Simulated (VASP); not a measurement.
Input of a VASP 6.6.1 run:

Contents of INCAR:

```
SYSTEM = ZnS
  ALGO = Normal
  EDIFF = 1E-6
  ENCUT = 520
  GGA = PE
  ISIF = 2
  ISMEAR = 0
  LASPH = .True.
  LCHARG = .False.
  LREAL = .False.
  LWAVE = .False.
  NBANDS = 46
  NELM = 60
  PREC = Accurate
  SIGMA = 0.05
```

The input KPOINTS:

```
k-points
0
Gamma
  9 9 4
  0 0 0
```

Contents of POSCAR:

```
ZnS
1.0
    4.0131532794      0.0000000000      0.0000000000
   -2.0065766397      3.4754926893      0.0000000000
    0.0000000000      0.0000000000     10.9494874077
Zn S
4 4
Direct
    0.0000000000      0.0000000000      0.0000492057
    0.0000000000      0.0000000000      0.5000492057
    0.3333333333      0.6666666667      0.2500242903
    0.6666666667      0.3333333333      0.7500242903
    0.0000000000      0.0000000000      0.1872905901
    0.0000000000      0.0000000000      0.6872905901
    0.3333333333      0.6666666667      0.4376359138
    0.6666666667      0.3333333333      0.9376359138
```

Potentials or basis: VASP PAW PBE potentials, release 64 (Zn, S).

Launch:

```bash
$ cat potpaw_PBE.64/Zn/POTCAR potpaw_PBE.64/S/POTCAR > POTCAR
$ mpirun -np 1 vasp_std > vasp.out
```

(1) Predict the largest force.

(2) Predict the pressure.

(3) Estimate the band gap on the k mesh.

Answers

(1) 2.797 eV/Å.

(2) 9.8 GPa.

(3) 1.98 eV, direct.

Caveat: forces of over 1 eV/Å act on the atoms, so gaps and moduli don't describe the material at rest.
